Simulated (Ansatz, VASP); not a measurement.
Hf3S5: VASP beside Ansatz

```
Hf S
1.0
     5.21950    0.00000    0.00000
    -2.60975    4.52022    0.00000
     0.00000    0.00000    8.58739
Hf S
3 5
Direct
  0.33333 0.66667 0.22859
  0.66667 0.33333 0.77141
  0.00000 0.00000 0.00000
  0.00000 0.00000 0.70208
  0.00000 0.00000 0.29792
  0.50000 0.00000 0.00000
  0.00000 0.50000 0.00000
  0.50000 0.50000 0.00000
```

Alike in both runs: functional PBE; k mesh 3 × 3 × 3; occupations gaussian, width 0.2 eV; no spin polarisation.

Ansatz relaxed the structure, and its values are those at the end. VASP's run is a single point on that final structure, the one shown.

```csv
,VASP,Ansatz
version,VASP 6.6.1,Ansatz 0.2.0
potentials or method,"VASP PAW PBE potentials, release 64 (Hf_pv, S), cutoff 520 eV","scalar-relativistic, plane waves, PAW"
valence electrons in the cell,60,108
```

Ansatz gave:

| Property | Result |
| --- | --- |
| gap on the k mesh at the Fermi level (eV) | none |
| pressure (GPa) | 0.1 |
| rms of the force components (eV/Å) | 0.019 |

**Question.** Estimate VASP's values.

**Answer.** gap on the k mesh at the Fermi level (eV): none; pressure (GPa): -0.4; rms of the force components (eV/Å): 0.053.

A gap of «none» marks a metal or a gap that the smearing closes. With one functional, cell and mesh, what is left measures potentials, basis and numerics. VASP's potentials hold 60 valence electrons a cell and Ansatz's 108, so a difference there can come from the potentials and not from the codes.

The k mesh is coarse, so the values compare programs but aren't converged. Neither program's run includes spin-orbit coupling.
